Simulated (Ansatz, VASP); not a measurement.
# Cd4InO in VASP and in Ansatz

```
Cd In O
1.0
     3.10142    0.00000    0.00000
     0.00000    3.10142    0.00000
     0.00000    0.00000   13.25522
Cd In O
4 1 1
Cartesian
  1.5507 1.5507 4.2168
  1.5507 1.5507 11.8427
  1.5507 1.5507 1.4125
  1.5507 1.5507 9.0385
  0.0000 0.0000 6.6276
  0.0000 0.0000 0.0000
```

Change from the starting cell: species swapped into the MnFeSi4 type (P4/mmm, No. 123).

Alike in both runs: functional PBE; k mesh 12 × 12 × 4; occupations gaussian, width 0.1 eV; no spin polarisation.

Ansatz relaxed the structure, and its values are those at the end. VASP's run is a single point on that final structure, the one shown.

```csv
,VASP,Ansatz
version,VASP 6.6.1,Ansatz 0.2.0
potentials or method,"VASP PAW PBE potentials, release 64 (Cd, In_d, O), cutoff 520 eV","scalar-relativistic, plane waves, PAW"
valence electrons in the cell,67,99
```

|  | VASP | Ansatz | Ansatz less VASP |
| --- | --- | --- | --- |
| gap on the k mesh at the Fermi level (eV) | none | none | - |
| pressure (GPa) | 0.3 | 0.0 | -0.30 |
| rms of the force components (eV/Å) | 0.012 | 0.001 | -0.0107 |

A gap of «none» marks a metal or a gap that the smearing closes. VASP's potentials hold 67 valence electrons a cell and Ansatz's 99, so a difference there can come from the potentials and not from the codes.
